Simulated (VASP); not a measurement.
## RbBr: single point with PBE

Crystal: RbBr.

```
Rb Br
1.0
     4.85351    0.00000    0.00000
    -2.42676    4.20326    0.00000
     0.00000    0.00000    8.50202
Rb Br
2 2
Direct
  0.00000 0.00000 0.00000
  0.00000 0.00000 0.50000
  0.33333 0.66667 0.25000
  0.66667 0.33333 0.75000
```

```yaml
Program: VASP 6.6.1
Task: single point
Functional: PBE
Potentials_or_basis: VASP PAW PBE potentials, release 64 (Rb_sv, Br)
Cutoff: 520 eV
k_mesh: 6 × 6 × 4
Occupations: fermi-dirac, width 0.02 eV
Spin: no spin polarisation
Dipole_correction: no
Further_INCAR_settings: ALGO = Normal; EDIFF = 1e-06; NBANDS = 24
```

- Pressure: 0.0 GPa
- Band gap on the k mesh: 4.13 eV, direct

Levels at points of the mesh, in eV from the valence-band top:
```
           k point  band 13  band 14  band 15  band 16  band 17  band 18  band 19  band 20
(0.00, 0.00, 0.00)    -0.25    -0.11     0.00     0.00     4.13     6.31     6.57     7.41
(0.50, 0.00, 0.00)    -0.44    -0.31    -0.31    -0.15     5.85     6.69     6.81     7.03
(0.00, 0.00, 0.50)    -0.13    -0.13    -0.13    -0.13     5.26     5.26     6.94     6.94
(0.50, 0.00, 0.50)    -0.34    -0.34    -0.23    -0.23     6.44     6.44     6.70     6.70
```

Run time: 33 s on 1 thread of Intel(R) Xeon(R) 6975P-C (Granite Rapids), with other jobs on the host, peak memory 0.31 GiB.

A k mesh can miss the band edges.
